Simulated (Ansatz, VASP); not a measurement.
## ZnSe in VASP and in Ansatz

```
CELL_PARAMETERS angstrom
4.10770 0.00000 0.00000
0.00000 4.10770 0.00000
0.00000 0.00000 6.07035
ATOMIC_POSITIONS crystal
Zn 0.00000 0.00000 0.00000
Zn 0.50000 0.50000 0.00000
Se 0.00000 0.50000 0.24628
Se 0.50000 0.00000 0.75372
```

Alike in both runs: task single point; functional PBEsol; k mesh 4 × 4 × 4; no spin polarisation.

```csv
,VASP,Ansatz
version,VASP 6.6.1,Ansatz 0.2.0
potentials or method,"VASP PAW PBE potentials, release 64 (Zn, Se), cutoff 520 eV","plane waves, PAW"
occupations,"gaussian, width 0.01 eV",fixed
valence electrons in the cell,36,56
```

|  | VASP | Ansatz | Ansatz less VASP |
| --- | --- | --- | --- |
| pressure (GPa) | -2.5 | -2.7 | -0.20 |
| traceless stress, the component that is largest in VASP (GPa) | 0.24 | 0.24 | -0.004 |

VASP's potentials were made for PBE, not for PBEsol. VASP's potentials hold 36 valence electrons a cell and Ansatz's 56, so a difference there can come from the potentials and not from the codes.
